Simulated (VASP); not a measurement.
# Al (R-3m) in VASP: notebook

The runs below take Al through single point, relaxation of cell and atoms, with PBEsol.

All numbers are computed with VASP 6.6.1; they aren't measurements. Logs are shortened: lines on timing, memory, paths and dates and some standing lists are left out, and cuts for length are marked.

### Step 1. The cell of the first run

It takes space group R-3m (No. 166, trigonal). Conventional cell: a = 7.054 Å, b = 7.054 Å, c = 19.362 Å, α = 90.00°, β = 90.00°, γ = 120.00°. Al (site symmetry m) has 6 Al at 2.54 to 2.71 Å within 3.4 Å. Al (site symmetry m) has 7 Al at 2.68 to 2.74 Å within 3.5 Å.

### Step 2. Single point, PBEsol

File INCAR:

```
SYSTEM = Al
PREC = Accurate
ENCUT = 520
EDIFF = 1E-6
ISMEAR = 0
SIGMA = 0.1
LREAL = .False.
LASPH = .True.
NELM = 100
ALGO = Normal
ISIF = 2
LWAVE = .False.
LCHARG = .False.
GGA = PS
NBANDS = 30
```

File KPOINTS:

```
regular mesh
0
Gamma
  9 9 9
  0 0 0
```

File POSCAR:

```
Al
1.0
    3.5269963782      2.0363123083      6.4540801861
   -3.5269963782      2.0363123083      6.4540801861
    0.0000000000     -4.0726246167      6.4540801861
Al
12
Direct
    0.0210438299      0.6399356068      0.0210438299
    0.0210438299      0.0210438299      0.6399356068
    0.6399356068      0.0210438299      0.0210438299
    0.9789561701      0.3600643932      0.9789561701
    0.3600643932      0.9789561701      0.9789561701
    0.9789561701      0.9789561701      0.3600643932
    0.2292049835      0.6170440867      0.2292049835
    0.2292049835      0.2292049835      0.6170440867
    0.6170440867      0.2292049835      0.2292049835
    0.7707950165      0.3829559133      0.7707950165
    0.3829559133      0.7707950165      0.7707950165
    0.7707950165      0.7707950165      0.3829559133
```

Potentials or basis: VASP PAW PBE potentials, release 64 (Al).

Run with:

```bash
$ cat potpaw_PBE.64/Al/POTCAR > POTCAR
$ mpirun -np 1 vasp_std > vasp.out
```

OUTCAR:

```text
SYSTEM = Al
   PREC = Accurate
   ENCUT = 520
   EDIFF = 1E-6
   ISMEAR = 0
   LREAL = .False.
   LASPH = .True.
   NELM = 100
   ISIF = 2
   GGA = PS

 ion  position               nearest neighbor table
   1  0.021  0.640  0.021-   4 2.54  11 2.68  12 2.68   2 2.69   3 2.69   7 2.71
   2  0.021  0.021  0.640-   6 2.54  10 2.68  11 2.68   3 2.69   1 2.69   8 2.71
   3  0.640  0.021  0.021-   5 2.54  10 2.68  12 2.68   2 2.69   1 2.69   9 2.71
   4  0.979  0.360  0.979-   1 2.54   9 2.68   8 2.68   6 2.69   5 2.69  10 2.71
   5  0.360  0.979  0.979-   3 2.54   7 2.68   8 2.68   6 2.69   4 2.69  11 2.71
   6  0.979  0.979  0.360-   2 2.54   7 2.68   9 2.68   4 2.69   5 2.69  12 2.71
   7  0.229  0.617  0.229-  11 2.68  12 2.68   5 2.68   6 2.68   1 2.71   8 2.74   9 2.74
   8  0.229  0.229  0.617-  10 2.68  11 2.68   4 2.68   5 2.68   2 2.71   7 2.74   9 2.74
   9  0.617  0.229  0.229-  10 2.68  12 2.68   4 2.68   6 2.68   3 2.71   8 2.74   7 2.74
  10  0.771  0.383  0.771-   9 2.68   8 2.68   3 2.68   2 2.68   4 2.71  12 2.74  11 2.74
  11  0.383  0.771  0.771-   7 2.68   8 2.68   1 2.68   2 2.68   5 2.71  12 2.74  10 2.74
  12  0.771  0.771  0.383-   7 2.68   9 2.68   1 2.68   3 2.68   6 2.71  10 2.74  11 2.74

  LATTYP: Found a trigonal (rhomboedric) cell.
 ALAT       =     7.6316067979
 COS(alpha) =     0.5728228139

  Lattice vectors:

 A1 = (   3.5269963782,   2.0363123083,   6.4540801861)
 A2 = (  -3.5269963782,   2.0363123083,   6.4540801861)
 A3 = (   0.0000000000,  -4.0726246167,   6.4540801861)

Analysis of symmetry for initial positions (statically):
=====================================================================
 Subroutine PRICEL returns:
 Original cell was already a primitive cell.

 Routine SETGRP: Setting up the symmetry group for a
 trigonal (rhombohedral) supercell.

 Subroutine GETGRP returns: Found 12 space group operations
 (whereof 12 operations were pure point group operations)
 out of a pool of 12 trial point group operations.

The static configuration has the point symmetry D_3d.

Analysis of symmetry for dynamics (positions and initial velocities):
=====================================================================
 Subroutine PRICEL returns:
 Original cell was already a primitive cell.

 Routine SETGRP: Setting up the symmetry group for a
 trigonal (rhombohedral) supercell.

 Subroutine GETGRP returns: Found 12 space group operations
 (whereof 12 operations were pure point group operations)
 out of a pool of 12 trial point group operations.

The dynamic configuration has the point symmetry D_3d.

 Subroutine INISYM returns: Found 12 space group operations
 (whereof 12 operations are pure point group operations),
 and found     1 'primitive' translations

[... 130 lines left out ...]
   EFERMI_NEDOS =   21; number of points for ismear=-14 and -15
   IALGO  =     38    algorithm
   IMIX   =      4    mixing-type and parameters
     AMIX     =   0.40;   BMIX     =  1.00
     AMIX_MAG =   1.60;   BMIX_MAG =  1.00
  volume/ion in A,a.u.               =      23.18       156.40
  Fermi-wavevector in a.u.,A,eV,Ry     =   0.828128  1.564934  9.330815  0.685796
  Thomas-Fermi vector in A             =   1.940450
   LORBIT       =      0    0 simple, 1 ext, 2 COOP (PROOUT), +10 PAW based schemes
   GGA     = PS    functional components
   LHFCALC =     F    Hartree Fock is set to
   AEXX    =    0.0000 exact exchange contribution
   IVDW    =     0    specifies the selected vdW correction
   LEPSILON=     F    determine dielectric tensor
   LRPA    =     F    only Hartree local field effects (RPA)
 non-spin polarized calculation
 Gauss-broadening in eV      SIGMA  =   0.10
  energy-cutoff  :      520.00
  volume of cell :      278.12
 maximum number of plane-waves:      7513
 NGX is ok and might be reduce to    60
   NGX = 29   NGY = 29   NGZ = 29

 number of electron      36.0000000 magnetization

 Free energy of the ion-electron system (eV)
  ---------------------------------------------------
  ext. energy  EPLUGINS =         0.00000000
  ---------------------------------------------------
  free energy    TOTEN  =       -45.20920206 eV

  energy without entropy =      -45.19830784  energy(sigma->0) =      -45.20375495

 E-fermi :   4.4539     XC(G=0):  -8.7091

 val. band max:        4.4395891955   @ k =  -0.3333   0.3333   0.2222
 cond. band min:       4.4588779549   @ k =  -0.1111   0.4444   0.1111
 fundamental gap:      0.0192887594
 Fermi energy:         4.4539303700

 k-point     1 :       0.0000    0.0000    0.0000
  band No.  band energies     occupation
      1      -5.1416      2.00000
      2      -2.1018      2.00000
      3      -1.8177      2.00000
      4      -1.8177      2.00000
      5      -1.5932      2.00000
      6      -0.7421      2.00000
[... 781 lines left out ...]
     29       7.9596      0.00000
     30       8.0616      0.00000

 [... further k-points ...]

------------------------ aborting loop because EDIFF is reached ----------------------------------------

  FORCE on cell =-STRESS in cart. coord.  units (eV):
  Direction    XX          YY          ZZ          XY          YZ          ZX
  --------------------------------------------------------------------------------------
  -------------------------------------------------------------------------------------
  Total        0.1015394      0.1015394      0.1211103      0.0000000     -0.0000000     -0.0000000
  in kB        0.5849384      0.5849384      0.6976806      0.0000000     -0.0000000     -0.0000000
  external PRESSURE =       0.6225192 kB  Pullay stress =       0.0000000 kB

 VOLUME and BASIS-vectors are now :
 -----------------------------------------------------------------------------
  energy-cutoff  :      520.00
  volume of cell :      278.12
      direct lattice vectors                 reciprocal lattice vectors
     3.526996378  2.036312308  6.454080186     0.141763684  0.081847301  0.051646915
    -3.526996378  2.036312308  6.454080186    -0.141763684  0.081847301  0.051646915
     0.000000000 -4.072624617  6.454080186     0.000000000 -0.163694602  0.051646915

 POSITION                                       TOTAL-FORCE (eV/Angst)
 -----------------------------------------------------------------------------------
     -2.18283      1.26026      4.40183        -0.000744      0.000429      0.001787
      0.00000     -2.52051      4.40183         0.000000     -0.000859      0.001787
      2.18283      1.26026      4.40183         0.000744      0.000429      0.001787
      2.18283     -1.26026     14.96041         0.000744     -0.000429     -0.001787
     -2.18283     -1.26026     14.96041        -0.000744     -0.000429     -0.001787
      0.00000      2.52051     14.96041         0.000000      0.000859     -0.001787
     -1.36791      0.78976      6.94107         0.007197     -0.004155      0.001671
      0.00000     -1.57952      6.94107         0.000000      0.008310      0.001671
      1.36791      0.78976      6.94107        -0.007197     -0.004155      0.001671
      1.36791     -0.78976     12.42117        -0.007197      0.004155     -0.001671
     -1.36791     -0.78976     12.42117         0.007197      0.004155     -0.001671
      0.00000      1.57952     12.42117         0.000000     -0.008310     -0.001671
 -----------------------------------------------------------------------------------
    total drift:                               -0.000000      0.000000      0.000000

  FREE ENERGIE OF THE ION-ELECTRON SYSTEM (eV)
  ---------------------------------------------------
  free  energy   TOTEN  =       -45.2092020613 eV

  energy  without entropy=      -45.1983078365  energy(sigma->0) =      -45.20375495
```

OSZICAR:

```text
N       E                     dE             d eps       ncg     rms          rms(c)
DAV:   1     0.426667667639E+02    0.42667E+02   -0.11933E+04  5100   0.927E+02
DAV:   2    -0.421767987471E+02   -0.84844E+02   -0.80145E+02  6224   0.122E+02
DAV:   3    -0.463666689896E+02   -0.41899E+01   -0.41217E+01  6758   0.241E+01
DAV:   4    -0.464560129901E+02   -0.89344E-01   -0.89243E-01  6970   0.426E+00
DAV:   5    -0.464582363624E+02   -0.22234E-02   -0.22233E-02  6482   0.665E-01    0.598E+00
DAV:   6    -0.454407457397E+02    0.10175E+01   -0.14622E+00  6054   0.391E+00    0.337E+00
DAV:   7    -0.452216450493E+02    0.21910E+00   -0.72416E-01  6428   0.269E+00    0.967E-01
DAV:   8    -0.452088058395E+02    0.12839E-01   -0.12924E-01  5864   0.135E+00    0.287E-01
DAV:   9    -0.452084012634E+02    0.40458E-03   -0.15845E-02  6006   0.475E-01    0.202E-01
DAV:  10    -0.452089051452E+02   -0.50388E-03   -0.18915E-03  5858   0.170E-01    0.984E-02
DAV:  11    -0.452092244400E+02   -0.31929E-03   -0.81988E-04  5944   0.102E-01    0.309E-02
DAV:  12    -0.452091859060E+02    0.38534E-04   -0.14963E-04  6006   0.448E-02    0.163E-02
DAV:  13    -0.452092030262E+02   -0.17120E-04   -0.49504E-05  5874   0.229E-02    0.734E-03
DAV:  14    -0.452092020613E+02    0.96487E-06   -0.72500E-06  6128   0.992E-03
   1 F= -.45209202E+02 E0= -.45203755E+02  d E =-.108942E-01
```

stdout:

```text
POSCAR found type information on POSCAR Al
 POSCAR found :  1 types and      12 ions
 scaLAPACK will be used
 -----------------------------------------------------------------------------
|                                                                             |
|                                                                             |
|     You enforced a specific xc type in the INCAR file but a different       |
|     I HOPE YOU KNOW WHAT YOU ARE DOING!                                     |
|                                                                             |
 -----------------------------------------------------------------------------

 LDA part: xc-table for (Slater+PW92), standard interpolation
 POSCAR, INCAR and KPOINTS ok, starting setup
 FFT: planning ... GRIDC
 FFT: planning ... GRID_SOFT
 FFT: planning ... GRID
 WAVECAR not read
 entering main loop
```

It took 12 min on 1 thread of Intel Xeon Platinum 8488C (Sapphire Rapids), shared host; peak memory 0.77 GiB.

What came out:

```
Free energy            : -45.2092 eV
Pressure               : 0.1 GPa
Largest force          : 0.008 eV/Å
Band gap on the k mesh : zero (band 18 reaches 5.01 eV, above the bottom of band 19 at 4.31 eV)
```

Forces in eV/Å, atoms in the order of the input:
```
Al  -0.001  0.000  0.002
Al   0.000 -0.001  0.002
Al   0.001  0.000  0.002
Al   0.001  0.000 -0.002
Al  -0.001  0.000 -0.002
Al   0.000  0.001 -0.002
Al   0.007 -0.004  0.002
Al   0.000  0.008  0.002
Al  -0.007 -0.004  0.002
Al  -0.007  0.004 -0.002
Al   0.007  0.004 -0.002
Al   0.000 -0.008 -0.002
```

Caveat: the PAW data sets were made with another functional, which shifts forces and pressure a little.

(Part 1 of 3 ends here.)
